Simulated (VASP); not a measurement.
# MgAl15N16 (a cell with a defect) in VASP: relaxation of the atoms with PBE

Aim: the relaxation of the atoms of MgAl15N16 (a cell with a defect) with PBE.

Program: VASP 6.6.1. These are calculated values, not measurements. Logs are shortened: lines on timing, memory, paths and dates and some standing lists are left out, and cuts for length are marked.

**1. The cell of the first run**

The cell holds a defect, 32 atoms: a = 6.260 Å, b = 6.260 Å, c = 10.035 Å, α = 90.00°, β = 90.00°, γ = 120.00°.

**2. Relaxation of the atoms, PBE, collinear spin**

INCAR

```
ALGO     = Normal         # electronic algorithm
EDIFF    = 1E-7           # SCF threshold, eV
EDIFFG   = -0.03          # ionic threshold
ENCUT    = 520            # plane-wave cutoff, eV
GGA      = PE             # functional
IBRION   = 2              # ionic algorithm
ISIF     = 2              # what is computed and relaxed
ISMEAR   = 0              # smearing method
ISPIN    = 2              # spin polarisation
LASPH    = True           # aspherical terms in the spheres
LCHARG   = False          # write CHGCAR
LORBIT   = 11             # projections on sites
LREAL    = Auto         
LWAVE    = False          # write WAVECAR
MAGMOM   = 0 0 0 0 0 0 0 0 0 0 0 0 0 0 0 0.01 0.34 0.02 0.01 0.1 0.13 0.01 0.02 0 0.09 0.02 0.03 0 0.02 0.01 0 0 # initial moments
NELM     = 150            # most SCF steps
NSW      = 100            # ionic steps
NUPDOWN  = 1.0            # fixed moment
PREC     = Accurate       # precision mode
SIGMA    = 0.01           # smearing width, eV
```

KPOINTS

```
Automatic mesh
0
Gamma
  1 1 1
  0.25 0.25 0.25
```

POSCAR

```
MgAl15N16
1.0
    6.2595139100      0.0000000600      0.0000000000
   -3.1297570100      5.4208980300      0.0000000000
    0.0000000000      0.0000000000     10.0348065900
Al Mg N
15 1 16
Direct
    0.3333333300      0.1666666700      0.2496176900
    0.3333333300      0.1666666700      0.7496176900
    0.1666666700      0.3333333300      0.9996176900
    0.3333333300      0.6666666700      0.2496176900
    0.1666666700      0.8333333300      0.4996176900
    0.3333333300      0.6666666700      0.7496176900
    0.1666666700      0.8333333300      0.9996176900
    0.8333333300      0.1666666700      0.2496176900
    0.6666666700      0.3333333300      0.4996176900
    0.8333333300      0.1666666700      0.7496176900
    0.6666666700      0.3333333300      0.9996176900
    0.8333333300      0.6666666700      0.2496176900
    0.6666666700      0.8333333300      0.4996176900
    0.8333333300      0.6666666700      0.7496176900
    0.6666666700      0.8333333300      0.9996176900
    0.1666666700      0.3333333300      0.4996176900
    0.3333333300      0.1666666700      0.4403823100
    0.1666666700      0.3333333300      0.1903823100
    0.3333333300      0.1666666700      0.9403823100
    0.1666666700      0.3333333300      0.6903823100
    0.3333333300      0.6666666700      0.4403823100
    0.1666666700      0.8333333300      0.1903823100
    0.3333333300      0.6666666700      0.9403823100
    0.1666666700      0.8333333300      0.6903823100
    0.8333333300      0.1666666700      0.4403823100
    0.6666666700      0.3333333300      0.1903823100
    0.8333333300      0.1666666700      0.9403823100
    0.6666666700      0.3333333300      0.6903823100
    0.8333333300      0.6666666700      0.4403823100
    0.6666666700      0.8333333300      0.1903823100
    0.8333333300      0.6666666700      0.9403823100
    0.6666666700      0.8333333300      0.6903823100
```

Potentials or basis: VASP PAW PBE potentials, release 64 (Al, Mg, N).

Run with:

```sh
cat potpaw_PBE.64/Al/POTCAR potpaw_PBE.64/Mg/POTCAR potpaw_PBE.64/N/POTCAR > POTCAR
mpirun -np 1 vasp_std > vasp.out
```

OUTCAR:

```text
EDIFF = 1E-7
   EDIFFG = -0.03
   ENCUT = 520
   GGA = PE
   IBRION = 2
   ISIF = 2
   ISMEAR = 0
   ISPIN = 2
   LASPH = True
   LORBIT = 11
   LREAL = Auto
   NELM = 150
   NSW = 100
   NUPDOWN = 1.0
   PREC = Accurate

 ion  position               nearest neighbor table
   1  0.333  0.167  0.250-  18 1.90  26 1.90  22 1.90  17 1.91   3 3.09  16 3.09  11 3.09   9 3.09
                             7 3.09   5 3.09  12 3.13  12 3.13   8 3.13   8 3.13   4 3.13   4 3.13
   2  0.333  0.167  0.750-  20 1.90  28 1.90  24 1.90  19 1.91   3 3.09  16 3.09  11 3.09   9 3.09
                             7 3.09   5 3.09  14 3.13  14 3.13  10 3.13  10 3.13   6 3.13   6 3.13
   3  0.167  0.333  1.000-  19 1.90  27 1.90  23 1.90  18 1.91   1 3.09   2 3.09   8 3.09  10 3.09
                             4 3.09   6 3.09  15 3.13  15 3.13  11 3.13  11 3.13   7 3.13   7 3.13
   4  0.333  0.667  0.250-  22 1.90  30 1.90  18 1.90  21 1.91   5 3.09   7 3.09  13 3.09  15 3.09
                             3 3.09  16 3.09   8 3.13   8 3.13  12 3.13  12 3.13   1 3.13   1 3.13
   5  0.167  0.833  0.500-  21 1.90  29 1.90  17 1.90  24 1.91   4 3.09   6 3.09  12 3.09  14 3.09
                             1 3.09   2 3.09   9 3.13   9 3.13  13 3.13  13 3.13  16 3.13  16 3.13
   6  0.333  0.667  0.750-  24 1.90  32 1.90  20 1.90  23 1.91   5 3.09   7 3.09  13 3.09  15 3.09
                             3 3.09  16 3.09  10 3.13  10 3.13  14 3.13  14 3.13   2 3.13   2 3.13
   7  0.167  0.833  1.000-  23 1.90  31 1.90  19 1.90  22 1.91   4 3.09   6 3.09  12 3.09  14 3.09
                             1 3.09   2 3.09  11 3.13  11 3.13  15 3.13  15 3.13   3 3.13   3 3.13
   8  0.833  0.167  0.250-  26 1.90  18 1.90  30 1.90  25 1.91   9 3.09  11 3.09   3 3.09  16 3.09
                            15 3.09  13 3.09   4 3.13   4 3.13   1 3.13   1 3.13  12 3.13  12 3.13
   9  0.667  0.333  0.500-  25 1.90  17 1.90  29 1.90  28 1.91   8 3.09  10 3.09   1 3.09   2 3.09
[... 17 lines left out ...]
  19  0.333  0.167  0.940-   3 1.90  11 1.90   7 1.90   2 1.91
  20  0.167  0.333  0.690-   2 1.90  10 1.90   6 1.90  16 1.91
  21  0.333  0.667  0.440-   5 1.90  13 1.90  16 1.90   4 1.91
  22  0.167  0.833  0.190-   4 1.90  12 1.90   1 1.90   7 1.91
[... 8 lines left out ...]
  31  0.833  0.667  0.940-  15 1.90   7 1.90  11 1.90  14 1.91
  32  0.667  0.833  0.690-  14 1.90   6 1.90  10 1.90  13 1.91

  LATTYP: Found a hexagonal cell.
 ALAT       =     6.2595139100
 C/A-ratio  =     1.6031287308

  Lattice vectors:

 A1 = (   6.2595139100,   0.0000000600,   0.0000000000)
 A2 = (  -3.1297570100,   5.4208980300,   0.0000000000)
 A3 = (   0.0000000000,   0.0000000000,  10.0348065900)

Analysis of symmetry for initial positions (statically):
=====================================================================
 Subroutine PRICEL returns:
 Original cell was already a primitive cell.

 Routine SETGRP: Setting up the symmetry group for a
 hexagonal supercell.

 Subroutine GETGRP returns: Found  6 space group operations
 (whereof  2 operations were pure point group operations)
 out of a pool of 24 trial point group operations.

The static configuration has the point symmetry C_1h.
 The point group associated with its full space group is C_3v.

Analysis of symmetry for dynamics (positions and initial velocities):
=====================================================================
 Subroutine PRICEL returns:
 Original cell was already a primitive cell.

 Routine SETGRP: Setting up the symmetry group for a
 hexagonal supercell.

 Subroutine GETGRP returns: Found  6 space group operations
 (whereof  2 operations were pure point group operations)
 out of a pool of 24 trial point group operations.

The dynamic configuration has the point symmetry C_1h.
 The point group associated with its full space group is C_3v.

Analysis of structural, dynamic, and magnetic symmetry:
=====================================================================
 Subroutine PRICEL returns:
 Original cell was already a primitive cell.

 Routine SETGRP: Setting up the symmetry group for a
 hexagonal supercell.

 Subroutine GETGRP returns: Found  1 space group operations
 (whereof  1 operations were pure point group operations)
 out of a pool of 24 trial point group operations.

The overall configuration has the point symmetry C_1 .

 Subroutine INISYM returns: Found  1 space group operations
 (whereof  1 operations are pure point group operations),
 and found     1 'primitive' translations

----------------------------------------------------------------------------------------

                                     Primitive cell

  volume of cell :     340.5029

  direct lattice vectors                    reciprocal lattice vectors
[... 138 lines left out ...]
   PSTRESS=    0.0 pullay stress
   NELECT =     127.0000    total number of electrons
   NUPDOWN=       1.0000    fix difference up-down
   EMIN   =  10.00;   EMAX   =-10.00  energy-range for DOS
   EFERMI =   0.00;   METHOD = LEGACY
   ISMEAR =     0;   SIGMA  =   0.01  broadening in eV -4-tet -1-fermi 0-gaus
   EFERMI_NEDOS =   21; number of points for ismear=-14 and -15
   IALGO  =     38    algorithm
   IMIX   =      4    mixing-type and parameters
     AMIX     =   0.40;   BMIX     =  1.00
     AMIX_MAG =   1.60;   BMIX_MAG =  1.00
  volume/ion in A,a.u.               =      10.64        71.81
  Fermi-wavevector in a.u.,A,eV,Ry     =   1.178426  2.226903 18.894257  1.388689
  Thomas-Fermi vector in A             =   2.314755
   LORBIT       =     11    0 simple, 1 ext, 2 COOP (PROOUT), +10 PAW based schemes
   GGA     = PE    functional components
   LHFCALC =     F    Hartree Fock is set to
   AEXX    =    0.0000 exact exchange contribution
   IVDW    =     0    specifies the selected vdW correction
   LEPSILON=     F    determine dielectric tensor
   LRPA    =     F    only Hartree local field effects (RPA)
 conjugate gradient relaxation of ions
 spin polarized calculation
 Gauss-broadening in eV      SIGMA  =   0.01
  energy-cutoff  :      520.00
  volume of cell :      340.50
 maximum number of plane-waves:      9148
 NGX is ok and might be reduce to    48
   NGX = 23   NGY = 23   NGZ = 37

--------------------------------------- Ionic step        1  -------------------------------------------

 number of electron     126.9999982 magnetization       0.9999988

 Free energy of the ion-electron system (eV)
  ---------------------------------------------------
  ext. energy  EPLUGINS =         0.00000000
  ---------------------------------------------------
  free energy    TOTEN  =      -234.90631389 eV

  energy without entropy =     -234.90631386  energy(sigma->0) =     -234.90631388

------------------------ aborting loop because EDIFF is reached ----------------------------------------

  FORCE on cell =-STRESS in cart. coord.  units (eV):
  Direction    XX          YY          ZZ          XY          YZ          ZX
  --------------------------------------------------------------------------------------
  -------------------------------------------------------------------------------------
  Total        2.4636674      2.4639438      8.4702088      0.0003703     -0.0000756      0.0004457
  in kB       11.5923585     11.5936588     39.8550943      0.0017423     -0.0003556      0.0020971
  external PRESSURE =      21.0137039 kB  Pullay stress =       0.0000000 kB
[... 179 lines left out ...]
  FREE ENERGIE OF THE ION-ELECTRON SYSTEM (eV)
  ---------------------------------------------------
  free  energy   TOTEN  =      -235.4336948420 eV

  energy  without entropy=     -235.4336948418  energy(sigma->0) =     -235.43369484

[... ionic steps 4 to 9 ...]

--------------------------------------- Ionic step       10  -------------------------------------------

 number of electron     126.9999988 magnetization       0.9999999

------------------------ aborting loop because EDIFF is reached ----------------------------------------
[... 127 lines left out ...]
--------------------------------------- Ionic step       12  -------------------------------------------

 number of electron     126.9999988 magnetization       1.0000000

 Free energy of the ion-electron system (eV)
  ---------------------------------------------------
  ext. energy  EPLUGINS =         0.00000000
  ---------------------------------------------------
  free energy    TOTEN  =      -235.49289576 eV

  energy without entropy =     -235.49289576  energy(sigma->0) =     -235.49289576

 E-fermi :   5.6617     XC(G=0): -10.8154

 val. band max:        5.6156154293   @ k =   0.2500   0.5000   0.2500
 cond. band min:       5.7077964528   @ k =   0.2500   0.5000   0.2500
 fundamental gap:      0.0921810235
 Fermi energy:         5.5013133932

 spin component 1

 k-point     1 :       0.2500    0.2500    0.2500
  band No.  band energies     occupation
      1      -8.7606      1.00000
      2      -8.3559      1.00000
      3      -8.1688      1.00000
      4      -8.0866      1.00000
      5      -7.8325      1.00000
      6      -7.7369      1.00000
[... 457 lines left out ...]
     74      12.5117      0.00000
     75      12.7682      0.00000
 Fermi energy:         5.6616796772

 spin component 2

 k-point     1 :       0.2500    0.2500    0.2500
  band No.  band energies     occupation
      1      -8.7195      1.00000
      2      -8.2970      1.00000
      3      -8.1288      1.00000
      4      -8.0418      1.00000
      5      -7.7818      1.00000
      6      -7.6650      1.00000
[... 457 lines left out ...]
     74      12.5298      0.00000
     75      12.7906      0.00000
 [bands above 75 left out]

------------------------ aborting loop because EDIFF is reached ----------------------------------------

  FORCE on cell =-STRESS in cart. coord.  units (eV):
  Direction    XX          YY          ZZ          XY          YZ          ZX
  --------------------------------------------------------------------------------------
  -------------------------------------------------------------------------------------
  Total        1.7534636      1.7534892     10.8078802      0.0000181     -0.0000053      0.0000032
  in kB        8.2506179      8.2507384     50.8546008      0.0000853     -0.0000248      0.0000153
  external PRESSURE =      22.4519857 kB  Pullay stress =       0.0000000 kB
[... 47 lines left out ...]
  FREE ENERGIE OF THE ION-ELECTRON SYSTEM (eV)
  ---------------------------------------------------
  free  energy   TOTEN  =      -235.4928957594 eV

  energy  without entropy=     -235.4928957594  energy(sigma->0) =     -235.49289576

 reached required accuracy - stopping structural energy minimisation

 total charge

# of ion       s       p       d       tot
------------------------------------------
    1        0.374   0.433   0.000   0.807
    2        0.375   0.434   0.000   0.810
    3        0.373   0.427   0.000   0.799
    4        0.374   0.433   0.000   0.807
    5        0.376   0.440   0.000   0.817
    6        0.375   0.434   0.000   0.810
[... 24 lines left out ...]
   31        1.230   2.616   0.000   3.846
   32        1.230   2.611   0.000   3.840
--------------------------------------------------
tot         25.559  48.372   0.075  74.006

 magnetization (x)

# of ion       s       p       d       tot
------------------------------------------
    1       -0.001  -0.000   0.000  -0.001
    2       -0.001  -0.000   0.000  -0.001
    3        0.000  -0.000   0.000  -0.000
    4       -0.001  -0.000   0.000  -0.001
    5       -0.001  -0.000   0.000  -0.001
    6       -0.001  -0.000   0.000  -0.001
[... 24 lines left out ...]
   31        0.000   0.003   0.000   0.003
   32       -0.000   0.002   0.000   0.001
--------------------------------------------------
tot          0.006   0.688   0.007   0.701
```

It took 2.4 h on 1 thread of Oxide Virtual Turin-like, shared host; peak memory 0.69 GiB.

Results:

```
Free energy                                           : -235.4929 eV
Energy gained by relaxing                             : 18.3 meV/atom
Ionic steps                                           : 12
Pressure after relaxing                               : 2.2 GPa
Largest force after relaxing                          : 0.014 eV/Å
Net moment                                            : 1.00 μB per cell
Site moments                                          : Al -0.00, +0.00 (each value once); Mg +0.03; N +0.15, +0.02, +0.10, +0.01, +0.00 (each value once) μB
Valence electrons inside the program's atomic spheres : Al 0.81, 0.80, 0.82 (each value once); Mg 0.48; N 3.82, 3.83, 3.84, 3.85 (each value once)
```

Forces in eV/Å, atoms in the order of the input:
```
Al   0.000  0.000  0.001
Al  -0.006  0.003  0.001
Al   0.000  0.000 -0.004
Al   0.000  0.000  0.001
Al   0.009  0.005  0.004
Al   0.000 -0.007  0.001
Al  -0.009 -0.005 -0.008
Al   0.000  0.000  0.001
Al   0.000 -0.011  0.004
Al   0.006  0.003  0.001
Al   0.000  0.011 -0.008
Al   0.000  0.000  0.003
Al  -0.009  0.005  0.004
Al   0.000  0.000  0.010
Al   0.009 -0.005 -0.008
Mg   0.000  0.000  0.006
N    0.002 -0.001  0.002
N    0.000  0.000  0.005
N    0.011 -0.006 -0.003
N    0.000  0.000  0.000
N    0.000  0.002  0.002
N   -0.004 -0.002  0.009
N    0.000  0.012 -0.003
N    0.000  0.000 -0.013
N   -0.002 -0.001  0.002
N    0.000  0.005  0.009
N   -0.011 -0.006 -0.003
N    0.000  0.000 -0.013
N    0.000  0.000  0.006
N    0.004 -0.002  0.009
N    0.000  0.000 -0.005
N    0.000  0.000 -0.013
```

Stress tensor (GPa, compression positive):
```
0.83 0.00 0.00
0.00 0.83 0.00
0.00 0.00 5.09
```

The path:
| step | energy change (eV) | largest force (eV/Å) | pressure (GPa) |
| --- | --- | --- | --- |
| 1 | 0.0000 | 2.5874 | 2.10 |
| 2 | -0.5010 | 0.7108 | 2.35 |
| 3 | -0.5274 | 0.5025 | 2.22 |
| 4 | -0.5724 | 0.2014 | 2.24 |
| 5 | -0.5730 | 0.1778 | 2.24 |
| 6 | -0.5817 | 0.1217 | 2.23 |
| 7 | -0.5817 | 0.1260 | 2.23 |
| 8 | -0.5850 | 0.0479 | 2.24 |
| 9 | -0.5852 | 0.0636 | 2.25 |
| 10 | -0.5864 | 0.0347 | 2.24 |
| 11 | -0.5864 | 0.0350 | 2.24 |
| 12 | -0.5866 | 0.0135 | 2.25 |

Final structure:
```xyz
32
Lattice="6.2595 0.0000 0.0000 -3.1298 5.4209 0.0000 0.0000 0.0000 10.0348" Properties=species:S:1:pos:R:3 pbc="T T T"
Al    1.5764    0.8968    2.4899
Al    1.5706    0.9002    7.5423
Al    0.0000    1.8070   10.0273
Al    0.0000    3.6273    2.4899
Al   -1.5658    4.5169    5.0261
Al    0.0000    3.6205    7.5423
Al   -1.5698    4.5146   10.0334
Al    4.6831    0.8968    2.4899
Al    3.1298    1.8081    5.0261
Al    4.6890    0.9002    7.5423
Al    3.1298    1.8127   10.0334
Al    3.1298    3.6139    2.5061
Al    1.5658    4.5169    5.0261
Al    3.1298    3.6139    7.5273
Al    1.5698    4.5146   10.0334
Mg    0.0000    1.8070    5.0116
N     1.6601    0.8485    4.3692
N     0.0000    1.8070    1.9103
N     1.5700    0.9005    9.4481
N     0.0000    1.8070    7.0505
N     0.0000    3.7239    4.3692
N    -1.5730    4.5127    1.8886
N     0.0000    3.6199    9.4481
N    -1.5647    4.5175    6.9320
N     4.5994    0.8485    4.3692
N     3.1298    1.8164    1.8886
N     4.6895    0.9005    9.4481
N     3.1298    1.8067    6.9320
N     3.1298    3.6139    4.4160
N     1.5730    4.5127    1.8886
N     3.1298    3.6139    9.4251
N     1.5647    4.5175    6.9320
```

Caveat: the k points lie up to 0.58 Å⁻¹ apart; the total moment is fixed, so each spin has its own Fermi level and the state may be an excited one.
